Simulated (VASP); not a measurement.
Set up this calculation in VASP 6.6.1, as the native input.

```yaml
Task: single point
Functional: PBE
Potentials_or_basis: VASP PAW PBE potentials, release 64 (Nb_sv)
Cutoff: 500 eV
k_mesh: 11 × 11 × 11
Occupations: methfessel-paxton, width 0.05 eV
Spin: no spin polarisation
Dipole_correction: no
Further_INCAR_settings: ALGO = Normal; EDIFF = 1e-06; NBANDS = 12
```

The structure of Nb lies in POSCAR:

```
Nb
1.0
    0.0000000000      2.1150000000      2.1150000000
    2.1150000000      0.0000000000      2.1150000000
    2.1150000000      2.1150000000      0.0000000000
Nb
1
Direct
    0.0000000000      0.0000000000      0.0000000000
```

This isn't the form of Nb at room conditions, which is bcc.

The input as run:

INCAR

```
SYSTEM = Nb
PREC = Accurate
ENCUT = 500
EDIFF = 1E-6
ISMEAR = 1
SIGMA = 0.05
LREAL = .False.
LASPH = .True.
NELM = 120
ALGO = Normal
ISIF = 2
LWAVE = .False.
LCHARG = .False.
GGA = PE
NBANDS = 12
GGA_COMPAT = .False.
```

KPOINTS

```
Automatic mesh
0
Gamma
  11 11 11
  0 0 0
```

Potentials or basis: VASP PAW PBE potentials, release 64 (Nb_sv).

Command:

```console
$ cat potpaw_PBE.64/Nb_sv/POTCAR > POTCAR
$ mpirun -np 1 vasp_std > vasp.out
```

Results of the run:

* Pressure: -2.3 GPa
* Band gap on the k mesh: zero (an odd number of electrons rules out a gap without spin polarisation)

Run time: 7.8 s on 1 thread of Intel(R) Xeon(R) Platinum 8259CL CPU @ 2.50GHz (Skylake/Cascade Lake), on a shared host, peak memory 0.14 GiB.
